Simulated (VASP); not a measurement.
# RbTi (CsCl type) (Pm-3m) in VASP: notebook

The runs below take RbTi (CsCl type) through single point, with PBEsol.

Program: VASP 6.6.1. These are calculated values, not measurements. Logs are shortened: lines on timing, memory, paths and dates and some standing lists are left out, and cuts for length are marked.

## Step 1: The cell of the first run

Symmetry: Pm-3m, No. 221, cubic system. Conventional cell: a = 4.006 Å, b = 4.006 Å, c = 4.006 Å, α = 90.00°, β = 90.00°, γ = 90.00°. Within 4.6 Å of Rb (site symmetry m-3m) lie 8 Ti at 3.47 Å and 6 Rb at 4.01 Å. Within 4.6 Å of Ti (site symmetry m-3m) lie 8 Rb at 3.47 Å and 6 Ti at 4.01 Å.

## Step 2: Single point, PBEsol

The input, INCAR:

```
PREC = Accurate
ENCUT = 520
EDIFF = 1E-6
ISMEAR = -1
SIGMA = 0.03
LREAL = F
LASPH = T
NELM = 60
ALGO = Normal
ISIF = 2
LWAVE = F
LCHARG = F
GGA = PS
NBANDS = 18
```

The input, KPOINTS:

```
regular mesh
0
Gamma
  10 10 10
```

The input, POSCAR:

```
RbTi
1.0
    4.0063785807      0.0000000000      0.0000000000
    0.0000000000      4.0063785807      0.0000000000
    0.0000000000      0.0000000000      4.0063785807
Rb Ti
1 1
Direct
    0.0000000000      0.0000000000      0.0000000000
    0.5000000000      0.5000000000      0.5000000000
```

Potentials or basis: VASP PAW PBE potentials, release 64 (Rb_sv, Ti_sv).

Run with:

```sh
$ cat potpaw_PBE.64/Rb_sv/POTCAR potpaw_PBE.64/Ti_sv/POTCAR > POTCAR
$ mpirun -np 1 vasp_std > vasp.out
```

OUTCAR:

```text
PREC = Accurate
   ENCUT = 520
   EDIFF = 1E-6
   ISMEAR = -1
   LREAL = F
   LASPH = T
   NELM = 60
   ISIF = 2
   GGA = PS

 ion  position               nearest neighbor table
   1  0.000  0.000  0.000-   2 3.47   2 3.47   2 3.47   2 3.47   2 3.47   2 3.47   2 3.47   2 3.47

   2  0.500  0.500  0.500-   1 3.47   1 3.47   1 3.47   1 3.47   1 3.47   1 3.47   1 3.47   1 3.47

  LATTYP: Found a simple cubic cell.
 ALAT       =     4.0063785807

  Lattice vectors:

 A1 = (   4.0063785807,   0.0000000000,   0.0000000000)
 A2 = (   0.0000000000,   4.0063785807,   0.0000000000)
 A3 = (   0.0000000000,   0.0000000000,   4.0063785807)

Analysis of symmetry for initial positions (statically):
=====================================================================
 Subroutine PRICEL returns:
 Original cell was already a primitive cell.

 Routine SETGRP: Setting up the symmetry group for a
 simple cubic supercell.

 Subroutine GETGRP returns: Found 48 space group operations
 (whereof 48 operations were pure point group operations)
 out of a pool of 48 trial point group operations.

The static configuration has the point symmetry O_h .

Analysis of symmetry for dynamics (positions and initial velocities):
=====================================================================
 Subroutine PRICEL returns:
 Original cell was already a primitive cell.

 Routine SETGRP: Setting up the symmetry group for a
 simple cubic supercell.

 Subroutine GETGRP returns: Found 48 space group operations
 (whereof 48 operations were pure point group operations)
 out of a pool of 48 trial point group operations.

The dynamic configuration has the point symmetry O_h .

 Subroutine INISYM returns: Found 48 space group operations
 (whereof 48 operations are pure point group operations),
 and found     1 'primitive' translations

----------------------------------------------------------------------------------------

                                     Primitive cell

  volume of cell :      64.3067

  direct lattice vectors                    reciprocal lattice vectors
     4.006378581  0.000000000  0.000000000     0.249601973  0.000000000  0.000000000
     0.000000000  4.006378581  0.000000000     0.000000000  0.249601973  0.000000000
     0.000000000  0.000000000  4.006378581     0.000000000  0.000000000  0.249601973

  length of vectors
     4.006378581  4.006378581  4.006378581     0.249601973  0.249601973  0.249601973

  position of ions in fractional coordinates (direct lattice)
     0.000000000  0.000000000  0.000000000
     0.500000000  0.500000000  0.500000000

  ion indices of the primitive-cell ions
   primitive index   ion index
                 1           1
                 2           2

----------------------------------------------------------------------------------------

 KPOINTS: regular mesh

Automatic generation of k-mesh.
 Grid dimensions read from file:
 generate k-points for:   10   10   10

 Generating k-lattice:

  Cartesian coordinates                     Fractional coordinates (reciprocal lattice)
     0.024960197  0.000000000  0.000000000     0.100000000  0.000000000  0.000000000
     0.000000000  0.024960197  0.000000000     0.000000000  0.100000000  0.000000000
     0.000000000  0.000000000  0.024960197     0.000000000  0.000000000  0.100000000

  Length of vectors
     0.024960197  0.024960197  0.024960197

  Shift w.r.t. Gamma in fractional coordinates (k-lattice)
     0.000000000  0.000000000  0.000000000

 Subroutine IBZKPT returns following result:
 ===========================================

 Found     56 irreducible k-points:

 Following reciprocal coordinates:
            Coordinates               Weight
  0.000000  0.000000  0.000000      1.000000
  0.100000  0.000000  0.000000      6.000000
  0.200000  0.000000  0.000000      6.000000
  0.300000  0.000000  0.000000      6.000000
  0.400000  0.000000  0.000000      6.000000
  0.500000  0.000000  0.000000      3.000000
[... 16 lines left out ...]
  0.200000  0.100000  0.100000     24.000000
  0.300000  0.100000  0.100000     24.000000
 [... further k-points ...]
   k-points           NKPTS =     56   k-points in BZ     NKDIM =     56   number of bands    NBANDS=     18
   number of dos      NEDOS =    301   number of ions     NIONS =      2
   total plane-waves  NPLWV =  27000
   dimension x,y,z NGX =    30 NGY =   30 NGZ =   30
   dimension x,y,z NGXF=    60 NGYF=   60 NGZF=   60
   ions per type =               1   1
   NGX,Y,Z   is equivalent  to a cutoff of  12.45, 12.45, 12.45 a.u.
   NGXF,Y,Z  is equivalent  to a cutoff of  24.90, 24.90, 24.90 a.u.
 SYSTEM =  unknown system
   PREC   = accura    normal or accurate (medium, high low for compatibility)
   ISTART =      0    job   : 0-new  1-cont  2-samecut
   ICHARG =      2    charge: 1-file 2-atom 10-const
   ISPIN  =      1    spin polarized calculation?
   LNONCOLLINEAR =      F non collinear calculations
   LSORBIT =      F    spin-orbit coupling
   LASPH  =      T    aspherical Exc in radial PAW
   ENCUT  =  520.0 eV  38.22 Ry    6.18 a.u.   7.45  7.45  7.45*2*pi/ulx,y,z
   NELM   =     60;   NELMIN=  2; NELMDL= -5     # of ELM steps
   EDIFF  = 0.1E-05   stopping-criterion for ELM
   LREAL  =      F    real-space projection
   EDIFFG = 0.1E-04   stopping-criterion for IOM
   NSW    =      0    number of steps for IOM
   IBRION =     -1    ionic relax: 0-MD 1-quasi-New 2-CG
   NFREE  =      0    steps in history (QN), initial steepest desc. (CG)
   ISIF   =      2    stress and relaxation
   ISYM   =      2    0-nonsym 1-usesym 2-fastsym
   POTIM  = 0.5000    time-step for ionic-motion
   TEBEG  =    0.0;   TEEND  =   0.0 temperature during run
   PSTRESS=    0.0 pullay stress
   NELECT =      21.0000    total number of electrons
   NUPDOWN=      -1.0000    fix difference up-down
   EMIN   =  10.00;   EMAX   =-10.00  energy-range for DOS
   EFERMI =   0.00;   METHOD = LEGACY
   ISMEAR =    -1;   SIGMA  =   0.03  broadening in eV -4-tet -1-fermi 0-gaus
   EFERMI_NEDOS =   21; number of points for ismear=-14 and -15
   IALGO  =     38    algorithm
   IMIX   =      4    mixing-type and parameters
     AMIX     =   0.40;   BMIX     =  1.00
     AMIX_MAG =   1.60;   BMIX_MAG =  1.00
  volume/ion in A,a.u.               =      32.15       216.98
  Fermi-wavevector in a.u.,A,eV,Ry     =   1.127360  2.130401 17.292195  1.270941
  Thomas-Fermi vector in A             =   2.264046
   LORBIT       =      0    0 simple, 1 ext, 2 COOP (PROOUT), +10 PAW based schemes
   GGA     = PS    functional components
   LHFCALC =     F    Hartree Fock is set to
   AEXX    =    0.0000 exact exchange contribution
   IVDW    =     0    specifies the selected vdW correction
   LEPSILON=     F    determine dielectric tensor
   LRPA    =     F    only Hartree local field effects (RPA)
 non-spin polarized calculation
  energy-cutoff  :      520.00
  volume of cell :       64.31
 maximum number of plane-waves:      1763
 NGX is ok and might be reduce to    30
   NGX = 15   NGY = 15   NGZ = 15

 number of electron      20.9999995 magnetization

 Free energy of the ion-electron system (eV)
  ---------------------------------------------------
  ext. energy  EPLUGINS =         0.00000000
  ---------------------------------------------------
  free energy    TOTEN  =        -5.51614854 eV

  energy without entropy =       -5.50790977  energy(sigma->0) =       -5.51202916

 E-fermi :   2.9746     XC(G=0):  -8.9109

 val. band max:        2.9740634553   @ k =   0.5000   0.3000   0.3000
 cond. band min:       2.9868298365   @ k =   0.4000   0.3000   0.3000
 fundamental gap:      0.0127663812
 Fermi energy:         2.9745710942

 k-point     1 :       0.0000    0.0000    0.0000
  band No.  band energies     occupation
      1     -54.4589      2.00000
      2     -30.8001      2.00000
      3     -30.8001      2.00000
      4     -30.8001      2.00000
      5     -24.2648      2.00000
      6      -8.2821      2.00000
[... 10 lines left out ...]
     17       9.2198      0.00000
     18       9.2198      0.00000

 k-point     2 :       0.1000    0.0000    0.0000
  band No.  band energies     occupation
      1     -54.4588      2.00000
      2     -30.8012      2.00000
      3     -30.8000      2.00000
      4     -30.8000      2.00000
      5     -24.2615      2.00000
      6      -8.3431      2.00000
[... 10 lines left out ...]
     17       8.9210      0.00000
     18       8.9237      0.00000

 k-point     3 :       0.2000    0.0000    0.0000
  band No.  band energies     occupation
      1     -54.4587      2.00000
      2     -30.8041      2.00000
      3     -30.7998      2.00000
      4     -30.7998      2.00000
      5     -24.2530      2.00000
      6      -8.4968      2.00000
[... 10 lines left out ...]
     17       8.3402      0.00000
     18       8.3402      0.00000

 k-point     4 :       0.3000    0.0000    0.0000
  band No.  band energies     occupation
      1     -54.4585      2.00000
      2     -30.8078      2.00000
      3     -30.7995      2.00000
      4     -30.7995      2.00000
      5     -24.2424      2.00000
      6      -8.6755      2.00000
[... 10 lines left out ...]
     17       7.8024      0.00000
     18       7.8024      0.00000

 k-point     5 :       0.4000    0.0000    0.0000
  band No.  band energies     occupation
      1     -54.4584      2.00000
      2     -30.8107      2.00000
      3     -30.7992      2.00000
      4     -30.7992      2.00000
      5     -24.2338      2.00000
      6      -8.8124      2.00000
[... 10 lines left out ...]
     17       7.4417      0.00000
     18       7.4417      0.00000

 k-point     6 :       0.5000    0.0000    0.0000
  band No.  band energies     occupation
      1     -54.4584      2.00000
      2     -30.8118      2.00000
      3     -30.7992      2.00000
      4     -30.7992      2.00000
      5     -24.2305      2.00000
      6      -8.8631      2.00000
[... 10 lines left out ...]
     17       7.3156      0.00000
     18       7.3156      0.00000

 k-point     7 :       0.1000    0.1000    0.0000
  band No.  band energies     occupation
      1     -54.4588      2.00000
      2     -30.8012      2.00000
      3     -30.8010      2.00000
      4     -30.7999      2.00000
      5     -24.2583      2.00000
      6      -8.3485      2.00000
[... 10 lines left out ...]
     17       8.3194      0.00000
     18       8.7433      0.00000

 k-point     8 :       0.2000    0.1000    0.0000
  band No.  band energies     occupation
      1     -54.4586      2.00000
      2     -30.8040      2.00000
      3     -30.8008      2.00000
      4     -30.7997      2.00000
      5     -24.2499      2.00000
      6      -8.4908      2.00000
[... 10 lines left out ...]
     17       7.8753      0.00000
     18       8.3281      0.00000
[... 229 lines left out ...]
     17       7.5816      0.00000
     18       9.2096      0.00000

 k-point    20 :       0.5000    0.4000    0.0000
  band No.  band energies     occupation
      1     -54.4579      2.00000
      2     -30.8103      2.00000
      3     -30.8091      2.00000
      4     -30.7983      2.00000
      5     -24.2055      2.00000
      6      -8.7406      2.00000
[... 10 lines left out ...]
     17       7.4879      0.00000
     18       9.4572      0.00000

 k-point    21 :       0.5000    0.5000    0.0000
  band No.  band energies     occupation
      1     -54.4579      2.00000
      2     -30.8102      2.00000
      3     -30.8102      2.00000
      4     -30.7983      2.00000
      5     -24.2028      2.00000
      6      -8.7273      2.00000
[... 10 lines left out ...]
     17       7.3733      0.00000
     18       9.9326      0.00000

 k-point    22 :       0.1000    0.1000    0.1000
  band No.  band energies     occupation
      1     -54.4587      2.00000
      2     -30.8011      2.00000
      3     -30.8009      2.00000
      4     -30.8009      2.00000
      5     -24.2552      2.00000
      6      -8.3521      2.00000
[... 10 lines left out ...]
     17       7.8677      0.00000
     18       9.0565      0.00000

 k-point    23 :       0.2000    0.1000    0.1000
  band No.  band energies     occupation
      1     -54.4586      2.00000
      2     -30.8039      2.00000
      3     -30.8008      2.00000
      4     -30.8007      2.00000
      5     -24.2469      2.00000
      6      -8.4846      2.00000
[... 10 lines left out ...]
     17       7.6076      0.00000
     18       8.3079      0.00000

 k-point    24 :       0.3000    0.1000    0.1000
  band No.  band energies     occupation
      1     -54.4585      2.00000
      2     -30.8075      2.00000
      3     -30.8005      2.00000
      4     -30.8004      2.00000
      5     -24.2367      2.00000
      6      -8.6567      2.00000
[... 10 lines left out ...]
     17       7.6308      0.00000
     18       7.6573      0.00000

 [... further k-points ...]

------------------------ aborting loop because EDIFF is reached ----------------------------------------

  FORCE on cell =-STRESS in cart. coord.  units (eV):
  Direction    XX          YY          ZZ          XY          YZ          ZX
  --------------------------------------------------------------------------------------
  -------------------------------------------------------------------------------------
  Total        0.0309317      0.0309317      0.0309317      0.0000000      0.0000000      0.0000000
  in kB        0.7706511      0.7706511      0.7706511      0.0000000      0.0000000      0.0000000
  external PRESSURE =       0.7706511 kB  Pullay stress =       0.0000000 kB

 VOLUME and BASIS-vectors are now :
 -----------------------------------------------------------------------------
  energy-cutoff  :      520.00
  volume of cell :       64.31
      direct lattice vectors                 reciprocal lattice vectors
     4.006378581  0.000000000  0.000000000     0.249601973  0.000000000  0.000000000
     0.000000000  4.006378581  0.000000000     0.000000000  0.249601973  0.000000000
     0.000000000  0.000000000  4.006378581     0.000000000  0.000000000  0.249601973

 POSITION                                       TOTAL-FORCE (eV/Angst)
 -----------------------------------------------------------------------------------
      0.00000      0.00000      0.00000         0.000000      0.000000      0.000000
      2.00319      2.00319      2.00319         0.000000      0.000000      0.000000
 -----------------------------------------------------------------------------------
    total drift:                                0.000000      0.000000      0.000000

  FREE ENERGIE OF THE ION-ELECTRON SYSTEM (eV)
  ---------------------------------------------------
  free  energy   TOTEN  =        -5.5161485409 eV

  energy  without entropy=       -5.5079097723  energy(sigma->0) =       -5.51202916
```

It took 25 s on 1 thread of Intel Xeon Platinum 8559C (Emerald Rapids), shared host; peak memory 0.21 GiB.

What came out:

| Property | Result |
| --- | --- |
| Free energy | -5.5161 eV |
| Pressure | 0.1 GPa |
| Band gap on the k mesh | zero (an odd number of electrons rules out a gap without spin polarisation) |

Levels at points of the mesh, in eV from the Fermi level:
```csv
k point,band 8,band 9,band 10,band 11,band 12,band 13,band 14,band 15
"(0.00, 0.00, 0.00)",-11.26,-3.65,-0.79,-0.79,0.62,0.62,0.62,4.28
"(0.50, 0.00, 0.00)",-11.21,-1.11,-0.78,-0.31,0.49,0.49,0.73,1.29
"(0.50, 0.50, 0.00)",-11.15,-1.49,-0.68,0.15,0.15,1.03,1.40,1.95
"(0.50, 0.50, 0.50)",-11.64,0.17,0.17,0.17,0.72,0.72,0.72,1.06
```

Caveat: the PAW data sets were made with another functional, which shifts forces and pressure a little.

## Step 3: Single point, PBEsol (32.80 Å³/atom)

This run uses another cell than the first one, of 32.80 Å³/atom.

The input, INCAR:

```
PREC = Accurate ; ENCUT = 520
EDIFF = 1E-6 ; ISMEAR = -1
SIGMA = 0.03 ; LREAL = False
LASPH = True ; NELM = 100
ALGO = Normal ; ISIF = 2
LWAVE = False ; LCHARG = False
GGA = PS ; NBANDS = 18
```

The input, KPOINTS:

```
Automatic mesh
0
Gamma
  10 10 10
```

The input, POSCAR:

```
RbTi
1.0
    4.0329116624      0.0000000000      0.0000000000
    0.0000000000      4.0329116624      0.0000000000
    0.0000000000      0.0000000000      4.0329116624
Rb Ti
1 1
Direct
    0.0000000000      0.0000000000      0.0000000000
    0.5000000000      0.5000000000      0.5000000000
```

Potentials or basis: VASP PAW PBE potentials, release 64 (Rb_sv, Ti_sv).

Run with:

```sh
$ cat potpaw_PBE.64/Rb_sv/POTCAR potpaw_PBE.64/Ti_sv/POTCAR > POTCAR
$ mpirun -np 1 vasp_std > vasp.out
```

OUTCAR:

```text
PREC = Accurate
   ENCUT = 520
   EDIFF = 1E-6
   ISMEAR = -1
   LREAL = False
   LASPH = True
   NELM = 100
   ISIF = 2
   GGA = PS

 ion  position               nearest neighbor table
   1  0.000  0.000  0.000-   2 3.49   2 3.49   2 3.49   2 3.49   2 3.49   2 3.49   2 3.49   2 3.49

   2  0.500  0.500  0.500-   1 3.49   1 3.49   1 3.49   1 3.49   1 3.49   1 3.49   1 3.49   1 3.49

  LATTYP: Found a simple cubic cell.
 ALAT       =     4.0329116624

  Lattice vectors:
[... 690 lines left out ...]
 [... further k-points ...]

------------------------ aborting loop because EDIFF is reached ----------------------------------------

  FORCE on cell =-STRESS in cart. coord.  units (eV):
  Direction    XX          YY          ZZ          XY          YZ          ZX
  --------------------------------------------------------------------------------------
  -------------------------------------------------------------------------------------
  Total       -0.0676594     -0.0676594     -0.0676594      0.0000000      0.0000000     -0.0000000
  in kB       -1.6526566     -1.6526566     -1.6526566      0.0000000      0.0000000     -0.0000000
  external PRESSURE =      -1.6526566 kB  Pullay stress =       0.0000000 kB

 VOLUME and BASIS-vectors are now :
 -----------------------------------------------------------------------------
  energy-cutoff  :      520.00
  volume of cell :       65.59
      direct lattice vectors                 reciprocal lattice vectors
     4.032911662  0.000000000  0.000000000     0.247959808  0.000000000  0.000000000
     0.000000000  4.032911662  0.000000000     0.000000000  0.247959808  0.000000000
     0.000000000  0.000000000  4.032911662     0.000000000  0.000000000  0.247959808

 POSITION                                       TOTAL-FORCE (eV/Angst)
 -----------------------------------------------------------------------------------
      0.00000      0.00000      0.00000         0.000000      0.000000      0.000000
      2.01646      2.01646      2.01646         0.000000      0.000000      0.000000
 -----------------------------------------------------------------------------------
    total drift:                                0.000000      0.000000      0.000000

  FREE ENERGIE OF THE ION-ELECTRON SYSTEM (eV)
  ---------------------------------------------------
  free  energy   TOTEN  =        -5.5156676756 eV

  energy  without entropy=       -5.5072185926  energy(sigma->0) =       -5.51144313
```

Wall time 24 s (1 thread of Intel Xeon Platinum 8559C (Emerald Rapids), shared host); peak memory 0.2 GiB.

Results:

```yaml
Free_energy: -5.5157 eV
Pressure: -0.2 GPa
Band_gap_on_the_k_mesh: zero (an odd number of electrons rules out a gap without spin polarisation)
```

Caveat: the PAW data sets were made with another functional, which shifts forces and pressure a little.

(Part 1 of 2 ends here.)

The gap in the log of VASP goes by the Fermi energy; the results here count the filled bands.